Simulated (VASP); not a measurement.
# V (P6_3/mmc) in VASP: notebook, part 2 of 2

VASP 6.6.1.

## 3. Single point, PBE

INCAR

```
  PREC = Accurate
  ENCUT = 520
  EDIFF = 1E-7
  ISMEAR = -1
  SIGMA = 0.1
  LREAL = False
  LASPH = True
  NELM = 100
  ALGO = Normal
  ISIF = 2
  LWAVE = False
  LCHARG = False
  GGA = PE
  NBANDS = 20
```

KPOINTS

```
regular mesh
0
Gamma
  18 18 10
```

POSCAR

```
V
1.0
    2.3971587230      0.0000000000      0.0000000000
   -1.1985793615      2.0760003511      0.0000000000
    0.0000000000      0.0000000000      4.3335074038
V
2
Direct
    0.3333333333      0.6666666667      0.2500000000
    0.6666666667      0.3333333333      0.7500000000
```

Potentials or basis: VASP PAW PBE potentials, release 64 (V_sv).

On the command line:

```console
$ cat potpaw_PBE.64/V_sv/POTCAR > POTCAR
$ mpirun -np 1 vasp_std > vasp.out
```

OUTCAR:

```text
PREC = Accurate
   ENCUT = 520
   EDIFF = 1E-7
   ISMEAR = -1
   LREAL = False
   LASPH = True
   NELM = 100
   ISIF = 2
   GGA = PE

 ion  position               nearest neighbor table
   1  0.333  0.667  0.250-   2 2.57   2 2.57   2 2.57   2 2.57   2 2.57   2 2.57
   2  0.667  0.333  0.750-   1 2.57   1 2.57   1 2.57   1 2.57   1 2.57   1 2.57

  LATTYP: Found a hexagonal cell.
 ALAT       =     2.3971587230
 C/A-ratio  =     1.8077682392

  Lattice vectors:

 A1 = (   2.3971587230,   0.0000000000,   0.0000000000)
 A2 = (  -1.1985793615,   2.0760003511,   0.0000000000)
 A3 = (   0.0000000000,   0.0000000000,   4.3335074038)

Analysis of symmetry for initial positions (statically):
=====================================================================
 Subroutine PRICEL returns:
 Original cell was already a primitive cell.

 Routine SETGRP: Setting up the symmetry group for a
 hexagonal supercell.

 Subroutine GETGRP returns: Found 24 space group operations
 (whereof 12 operations were pure point group operations)
 out of a pool of 24 trial point group operations.

The static configuration has the point symmetry D_3d.
 The point group associated with its full space group is D_6h.

Analysis of symmetry for dynamics (positions and initial velocities):
=====================================================================
 Subroutine PRICEL returns:
 Original cell was already a primitive cell.

 Routine SETGRP: Setting up the symmetry group for a
 hexagonal supercell.

 Subroutine GETGRP returns: Found 24 space group operations
 (whereof 12 operations were pure point group operations)
 out of a pool of 24 trial point group operations.

The dynamic configuration has the point symmetry D_3d.
 The point group associated with its full space group is D_6h.

 Subroutine INISYM returns: Found 24 space group operations
 (whereof 12 operations are pure point group operations),
 and found     1 'primitive' translations

----------------------------------------------------------------------------------------

                                     Primitive cell

  volume of cell :      21.5657

  direct lattice vectors                    reciprocal lattice vectors
     2.397158723  0.000000000  0.000000000     0.417160529  0.240847743  0.000000000
    -1.198579361  2.076000351  0.000000000     0.000000000  0.481695487  0.000000000
     0.000000000  0.000000000  4.333507404     0.000000000  0.000000000  0.230759961

  length of vectors
     2.397158723  2.397158723  4.333507404     0.481695487  0.481695487  0.230759961

  position of ions in fractional coordinates (direct lattice)
     0.333333333  0.666666667  0.250000000
     0.666666667  0.333333333  0.750000000

  ion indices of the primitive-cell ions
   primitive index   ion index
                 1           1
                 2           2

----------------------------------------------------------------------------------------

 KPOINTS: regular mesh

Automatic generation of k-mesh.
 Grid dimensions read from file:
 generate k-points for:   18   18   10

 Generating k-lattice:

  Cartesian coordinates                     Fractional coordinates (reciprocal lattice)
     0.023175585  0.013380430  0.000000000     0.055555556  0.000000000  0.000000000
     0.000000000  0.026760860  0.000000000     0.000000000  0.055555556  0.000000000
     0.000000000  0.000000000  0.023075996     0.000000000  0.000000000  0.100000000

  Length of vectors
     0.026760860  0.026760860  0.023075996

  Shift w.r.t. Gamma in fractional coordinates (k-lattice)
     0.000000000  0.000000000  0.000000000

 Subroutine IBZKPT returns following result:
 ===========================================

 Found    222 irreducible k-points:

 Following reciprocal coordinates:
            Coordinates               Weight
  0.000000  0.000000  0.000000      1.000000
  0.055556 -0.000000  0.000000      6.000000
  0.111111 -0.000000  0.000000      6.000000
  0.166667  0.000000  0.000000      6.000000
  0.222222  0.000000  0.000000      6.000000
  0.277778  0.000000  0.000000      6.000000
[... 16 lines left out ...]
  0.333333  0.111111  0.000000     12.000000
  0.388889  0.111111  0.000000     12.000000
 [... further k-points ...]
   k-points           NKPTS =    222   k-points in BZ     NKDIM =    222   number of bands    NBANDS=     20
   number of dos      NEDOS =    301   number of ions     NIONS =      2
   total plane-waves  NPLWV =  10368
   dimension x,y,z NGX =    18 NGY =   18 NGZ =   32
   dimension x,y,z NGXF=    36 NGYF=   36 NGZF=   64
   ions per type =               2
   NGX,Y,Z   is equivalent  to a cutoff of  12.48, 12.48, 12.28 a.u.
   NGXF,Y,Z  is equivalent  to a cutoff of  24.97, 24.97, 24.55 a.u.
 SYSTEM =  unknown system
   PREC   = accura    normal or accurate (medium, high low for compatibility)
   ISTART =      0    job   : 0-new  1-cont  2-samecut
   ICHARG =      2    charge: 1-file 2-atom 10-const
   ISPIN  =      1    spin polarized calculation?
   LNONCOLLINEAR =      F non collinear calculations
   LSORBIT =      F    spin-orbit coupling
   LASPH  =      T    aspherical Exc in radial PAW
   ENCUT  =  520.0 eV  38.22 Ry    6.18 a.u.   4.46  4.46  8.06*2*pi/ulx,y,z
   NELM   =    100;   NELMIN=  2; NELMDL= -5     # of ELM steps
   EDIFF  = 0.1E-06   stopping-criterion for ELM
   LREAL  =      F    real-space projection
   EDIFFG = 0.1E-05   stopping-criterion for IOM
   NSW    =      0    number of steps for IOM
   IBRION =     -1    ionic relax: 0-MD 1-quasi-New 2-CG
   NFREE  =      0    steps in history (QN), initial steepest desc. (CG)
   ISIF   =      2    stress and relaxation
   ISYM   =      2    0-nonsym 1-usesym 2-fastsym
   POTIM  = 0.5000    time-step for ionic-motion
   TEBEG  =    0.0;   TEEND  =   0.0 temperature during run
   PSTRESS=    0.0 pullay stress
   NELECT =      26.0000    total number of electrons
   NUPDOWN=      -1.0000    fix difference up-down
   EMIN   =  10.00;   EMAX   =-10.00  energy-range for DOS
   EFERMI =   0.00;   METHOD = LEGACY
   ISMEAR =    -1;   SIGMA  =   0.10  broadening in eV -4-tet -1-fermi 0-gaus
   EFERMI_NEDOS =   21; number of points for ismear=-14 and -15
   IALGO  =     38    algorithm
   IMIX   =      4    mixing-type and parameters
     AMIX     =   0.40;   BMIX     =  1.00
     AMIX_MAG =   1.60;   BMIX_MAG =  1.00
  volume/ion in A,a.u.               =      10.78        72.77
  Fermi-wavevector in a.u.,A,eV,Ry     =   1.742387  3.292635 41.306110  3.035913
  Thomas-Fermi vector in A             =   2.814662
   LORBIT       =      0    0 simple, 1 ext, 2 COOP (PROOUT), +10 PAW based schemes
   GGA     = PE    functional components
   LHFCALC =     F    Hartree Fock is set to
   AEXX    =    0.0000 exact exchange contribution
   IVDW    =     0    specifies the selected vdW correction
   LEPSILON=     F    determine dielectric tensor
   LRPA    =     F    only Hartree local field effects (RPA)
 non-spin polarized calculation
  energy-cutoff  :      520.00
  volume of cell :       21.57
 maximum number of plane-waves:       604
 NGX is ok and might be reduce to    18
   NGX =  9   NGY =  9   NGZ = 17

 number of electron      25.9999999 magnetization

 Free energy of the ion-electron system (eV)
  ---------------------------------------------------
  ext. energy  EPLUGINS =         0.00000000
  ---------------------------------------------------
  free energy    TOTEN  =       -16.42549703 eV

  energy without entropy =      -16.34029364  energy(sigma->0) =      -16.38289534

 E-fermi :  13.2190     XC(G=0): -14.1417

 val. band max:       13.2184102904   @ k =   0.2222   0.0000   0.4000
 cond. band min:      13.2192299496   @ k =   0.1111  -0.0000   0.5000
 fundamental gap:      0.0008196592
 Fermi energy:        13.2189816919

 k-point     1 :       0.0000    0.0000    0.0000
  band No.  band energies     occupation
      1     -50.7293      2.00000
      2     -50.4299      2.00000
      3     -25.1455      2.00000
      4     -23.7047      2.00000
      5     -23.4982      2.00000
      6     -23.4982      2.00000
[... 12 lines left out ...]
     19      17.0967      0.00000
     20      17.0967      0.00000

 k-point     2 :       0.0556   -0.0000    0.0000
  band No.  band energies     occupation
      1     -50.7154      2.00000
      2     -50.4199      2.00000
      3     -25.1268      2.00000
      4     -23.7056      2.00000
      5     -23.5546      2.00000
      6     -23.5131      2.00000
[... 498 lines left out ...]
 k-point    24 :       0.3889    0.1111    0.0000
  band No.  band energies     occupation
      1     -50.2184      2.00000
      2     -50.1217      2.00000
      3     -25.2013      2.00000
      4     -25.0009      2.00000
      5     -24.3510      2.00000
      6     -24.0697      2.00000
[... 12 lines left out ...]
     19      19.6333      0.00000
     20      22.9842      0.00000

 [... further k-points ...]
[... 5 lines left out ...]
  --------------------------------------------------------------------------------------
  -------------------------------------------------------------------------------------
  Total        9.4147057      9.4147057      9.3558304     -0.0000000     -0.0000000      0.0000000
  in kB      699.4450066    699.4450066    695.0709977     -0.0000000     -0.0000000      0.0000000
  external PRESSURE =     697.9870036 kB  Pullay stress =       0.0000000 kB

 VOLUME and BASIS-vectors are now :
 -----------------------------------------------------------------------------
  energy-cutoff  :      520.00
  volume of cell :       21.57
      direct lattice vectors                 reciprocal lattice vectors
     2.397158723  0.000000000  0.000000000     0.417160529  0.240847743  0.000000000
    -1.198579361  2.076000351  0.000000000     0.000000000  0.481695487  0.000000000
     0.000000000  0.000000000  4.333507404     0.000000000  0.000000000  0.230759961

 POSITION                                       TOTAL-FORCE (eV/Angst)
 -----------------------------------------------------------------------------------
     -0.00000      1.38400      1.08338         0.000000      0.000000      0.000000
      1.19858      0.69200      3.25013        -0.000000      0.000000      0.000000
 -----------------------------------------------------------------------------------
    total drift:                                0.000000     -0.000000      0.000000

  FREE ENERGIE OF THE ION-ELECTRON SYSTEM (eV)
  ---------------------------------------------------
  free  energy   TOTEN  =       -16.4254970333 eV

  energy  without entropy=      -16.3402936399  energy(sigma->0) =      -16.38289534
```

OSZICAR:

```text
N       E                     dE             d eps       ncg     rms          rms(c)
DAV:   1     0.323384906761E+03    0.32338E+03   -0.16377E+04  8920   0.160E+03
DAV:   2    -0.885155779865E+01   -0.33224E+03   -0.32552E+03  9220   0.506E+02
DAV:   3    -0.180774138036E+02   -0.92259E+01   -0.91005E+01  9340   0.101E+02
DAV:   4    -0.181586544719E+02   -0.81241E-01   -0.81118E-01  9064   0.980E+00
DAV:   5    -0.181597903957E+02   -0.11359E-02   -0.11359E-02  9216   0.110E+00    0.354E+01
DAV:   6    -0.165112356536E+02    0.16486E+01   -0.53864E+00  8964   0.261E+01    0.947E+00
DAV:   7    -0.164374923966E+02    0.73743E-01   -0.25005E-01  9204   0.486E+00    0.246E+00
DAV:   8    -0.164259390213E+02    0.11553E-01   -0.28461E-02  8932   0.220E+00    0.140E-01
DAV:   9    -0.164254835641E+02    0.45546E-03   -0.17074E-03  9032   0.530E-01    0.405E-02
DAV:  10    -0.164255022475E+02   -0.18683E-04   -0.41297E-05  9732   0.795E-02    0.215E-02
DAV:  11    -0.164254998287E+02    0.24188E-05   -0.13566E-05  8976   0.419E-02    0.848E-03
DAV:  12    -0.164254968893E+02    0.29394E-05   -0.21460E-06  9028   0.177E-02    0.113E-03
DAV:  13    -0.164254970275E+02   -0.13824E-06   -0.74306E-08  4572   0.334E-03    0.727E-04
DAV:  14    -0.164254970333E+02   -0.58440E-08   -0.72886E-09  4492   0.117E-03
   1 F= -.16425497E+02 E0= -.16382895E+02  d E =-.852034E-01
```

Wall time 1.8 min (1 thread of Intel Xeon 8259CL, shared host); peak memory 0.19 GiB.

What came out:

```
Free energy            : -16.4255 eV
Pressure               : 69.8 GPa
Band gap on the k mesh : zero (bands 13 and 14 overlap by 2.99 eV)
```

Stress tensor (GPa, compression positive):
```
69.94  0.00  0.00
 0.00 69.94  0.00
 0.00  0.00 69.51
```

Caveat: the cell stands under pressure.

## 4. Relaxation of cell and atoms, PBE, target pressure 69 GPa, at which the enthalpy is minimised

This run uses another cell than the first one, of 10.57 Å³/atom.

INCAR

```
PREC = Accurate
ENCUT = 600
EDIFF = 1E-7
ISMEAR = -1
SIGMA = 0.1
LREAL = False
LASPH = True
NELM = 80
ALGO = Normal
ISIF = 3
LWAVE = False
LCHARG = False
GGA = PE
IBRION = 2
NSW = 60
EDIFFG = -0.005
PSTRESS = 690.0
```

KPOINTS is that of step 3.

POSCAR

```
V
1.0
    2.4696872220      0.0000000000      0.0000000000
   -1.2348436110      2.1388118736      0.0000000000
    0.0000000000      0.0000000000      4.0008932996
V
2
Direct
    0.3333333333      0.6666666667      0.2500000000
    0.6666666667      0.3333333333      0.7500000000
```

Potentials or basis: VASP PAW PBE potentials, release 64 (V_sv).

On the command line:

```console
$ cat potpaw_PBE.64/V_sv/POTCAR > POTCAR
$ mpirun -np 1 vasp_std > vasp.out
```

OUTCAR:

```text
PREC = Accurate
   ENCUT = 600
   EDIFF = 1E-7
   ISMEAR = -1
   LREAL = False
   LASPH = True
   NELM = 80
   ISIF = 3
   GGA = PE
   IBRION = 2
   NSW = 60
   EDIFFG = -0.005
   PSTRESS = 690.0

 ion  position               nearest neighbor table
   1  0.333  0.667  0.250-   2 2.46   2 2.46   2 2.46   2 2.46   2 2.46   2 2.46
   2  0.667  0.333  0.750-   1 2.46   1 2.46   1 2.46   1 2.46   1 2.46   1 2.46

  LATTYP: Found a hexagonal cell.
 ALAT       =     2.4696872220
 C/A-ratio  =     1.6200000000

  Lattice vectors:

 A1 = (   2.4696872220,   0.0000000000,   0.0000000000)
 A2 = (  -1.2348436110,   2.1388118736,   0.0000000000)
 A3 = (   0.0000000000,   0.0000000000,   4.0008932996)

Analysis of symmetry for initial positions (statically):
=====================================================================
 Subroutine PRICEL returns:
 Original cell was already a primitive cell.

 Routine SETGRP: Setting up the symmetry group for a
 hexagonal supercell.

 Subroutine GETGRP returns: Found 24 space group operations
[... 175 lines left out ...]
  -------------------------------------------------------------------------------------
  Total        9.9077533      9.9077533     11.6760385      0.0000000      0.0000000      0.0000000
  in kB      751.1285248    751.1285248    885.1861067      0.0000000      0.0000000      0.0000000
  external PRESSURE =     105.8143854 kB  Pullay stress =     690.0000000 kB
[... 97 lines left out ...]
  energy  without entropy=      -16.3899833342  energy(sigma->0) =      -16.43742082

  enthalpy is  TOTEN    =        -7.0531996248 eV   P V=        9.4316586744

[... ionic steps 4 to 8 ...]

--------------------------------------- Ionic step        9  -------------------------------------------

 number of electron      25.9999983 magnetization

------------------------ aborting loop because EDIFF is reached ----------------------------------------
[... 71 lines left out ...]
--------------------------------------- Ionic step       11  -------------------------------------------

 number of electron      25.9999983 magnetization

 Free energy of the ion-electron system (eV)
  ---------------------------------------------------
  ext. energy  EPLUGINS =         0.00000000
  ---------------------------------------------------
  free energy    TOTEN  =       -16.44362736 eV

  energy without entropy =      -16.35819513  energy(sigma->0) =      -16.40091124

 E-fermi :  13.1889     XC(G=0): -14.1306

 val. band max:       13.1886973634   @ k =   0.2222   0.0000   0.4000
 cond. band min:      13.1898907266   @ k =   0.2778   0.1111   0.4000
 fundamental gap:      0.0011933632
 Fermi energy:        13.1889441110

 k-point     1 :       0.0000    0.0000    0.0000
  band No.  band energies     occupation
      1     -50.7582      2.00000
      2     -50.4597      2.00000
      3     -25.1728      2.00000
      4     -23.7366      2.00000
      5     -23.5367      2.00000
      6     -23.5367      2.00000
[... 457 lines left out ...]
      4     -25.0255      2.00000
      5     -24.3829      2.00000
      6     -24.1038      2.00000
[... 9 lines left out ...]
     16      16.9058      0.00000
     17      16.9088      0.00000

 [... further k-points ...]
[... 5 lines left out ...]
  --------------------------------------------------------------------------------------
  -------------------------------------------------------------------------------------
  Total        9.3093197      9.3093197      9.3048852      0.0000000      0.0000000      0.0000000
  in kB      690.2837871    690.2837869    689.9549665      0.0000000      0.0000000      0.0000000
  external PRESSURE =       0.1741802 kB  Pullay stress =     690.0000000 kB
[... 21 lines left out ...]
  energy  without entropy=      -16.3581951261  energy(sigma->0) =      -16.40091124

  enthalpy is  TOTEN    =        -7.1381348752 eV   P V=        9.3054924814

 reached required accuracy - stopping structural energy minimisation
```

CONTCAR:

```text
V
   1.00000000000000
     2.3996147151786538    0.0000000000000000   -0.0000000000000000
    -1.1998073575893269    2.0781273024611284   -0.0000000000000000
    -0.0000000000000000   -0.0000000000000000    4.3329850396137948
  V
     2
Direct
     0.3333333332999970    0.6666666667000030    0.2500000000000000
     0.6666666667000030    0.3333333332999970    0.7500000000000000

  0.00000000E+00  0.00000000E+00  0.00000000E+00
  0.00000000E+00  0.00000000E+00  0.00000000E+00
```

Run time: 16 min. Hardware: 1 thread of Intel Xeon 8259CL, shared host; peak memory 0.22 GiB.

What came out:

```
Free energy                                                : -16.4436 eV
Relaxed volume                                             : 10.80 Å³/atom
Relaxed cell                                               : a = 2.400 Å, b = 2.400 Å, c = 4.333 Å, α = 90.00°, β = 90.00°, γ = 120.00°
Space group after relaxing (to 0.1 Å)                      : P6_3/mmc (No. 194)
Energy change on relaxing (the run minimises the enthalpy) : -160.9 meV/atom
Ionic steps                                                : 11
Pressure after relaxing                                    : 69.0 GPa
Band gap on the k mesh                                     : zero (bands 13 and 14 overlap by 2.97 eV)
```

Step by step:
| step | energy change (eV) | largest force (eV/Å) | pressure (GPa) | volume (Å³) |
| --- | --- | --- | --- | --- |
| 1 | 0.0000 | 0.0000 | 79.58 | 21.13 |
| 2 | -0.8678 | 0.0000 | 42.38 | 23.33 |
| 3 | -0.3630 | 0.0000 | 64.92 | 21.90 |
| 4 | -0.4342 | 0.0000 | 63.83 | 21.92 |
| 5 | -0.2897 | 0.0000 | 65.36 | 21.82 |
| 6 | -0.4491 | 0.0000 | 63.53 | 21.92 |
| 7 | -0.4488 | 0.0000 | 63.47 | 21.91 |
| 8 | 0.0955 | 0.0000 | 86.22 | 20.74 |
| 9 | -0.3251 | 0.0000 | 68.84 | 21.62 |
| 10 | -0.3225 | 0.0000 | 68.95 | 21.61 |
| 11 | -0.3218 | 0.0000 | 69.02 | 21.61 |

Final structure:
```xyz
2
Lattice="2.3996 0.0000 0.0000 -1.1998 2.0781 0.0000 0.0000 0.0000 4.3330" Properties=species:S:1:pos:R:3 pbc="T T T"
V     0.0000    1.3854    1.0832
V     1.1998    0.6927    3.2497
```

Levels at points of the mesh, in eV from the Fermi level:
| k point | band 10 | band 11 | band 12 | band 13 | band 14 | band 15 | band 16 | band 17 |
| --- | --- | --- | --- | --- | --- | --- | --- | --- |
| (0.00, 0.00, 0.00) | -4.10 | -0.92 | 0.27 | 0.27 | 0.45 | 0.73 | 0.73 | 2.35 |
| (0.50, 0.00, 0.00) | -3.88 | -3.54 | -0.56 | 0.23 | 0.44 | 0.60 | 4.02 | 4.75 |
| (0.00, 0.00, 0.50) | -5.20 | -1.39 | -1.39 | 0.32 | 0.32 | 0.32 | 0.32 | 3.34 |
| (0.50, 0.00, 0.50) | -4.35 | -2.61 | -2.61 | 2.09 | 2.09 | 2.45 | 2.45 | 4.84 |

Caveat: the cell is relaxed towards a set pressure, so the run minimises the enthalpy, not the energy.

## 5. Overview

```csv
task,cell,cutoff (eV),gap on the mesh (eV),pressure (GPa)
single point,"a = 2.397, b = 2.397, c = 4.333 Å, angles 90.0, 90.0, 120.0°, 2 atoms",520,none,69.9
single point,"a = 2.397, b = 2.397, c = 4.334 Å, angles 90.0, 90.0, 120.0°, 2 atoms",520,none,69.8
relaxation of cell and atoms,"relaxed to 69 GPa from a = 2.470, b = 2.470, c = 4.001 Å, angles 90.0, 90.0, 120.0°, 2 atoms",600,none,69.0
```

Alike in all rows: level PBE; potentials or basis VASP PAW PBE potentials, release 64 (V_sv); no spin polarisation; k mesh 18 × 18 × 10; smearing fermi-dirac 0.1 eV.

Caveats: the cell stands under pressure (at least some runs); the cell is relaxed towards a set pressure, so the run minimises the enthalpy, not the energy (at least some runs).

Total energies depend on the potentials used, so only differences within one code and one set of settings carry meaning.
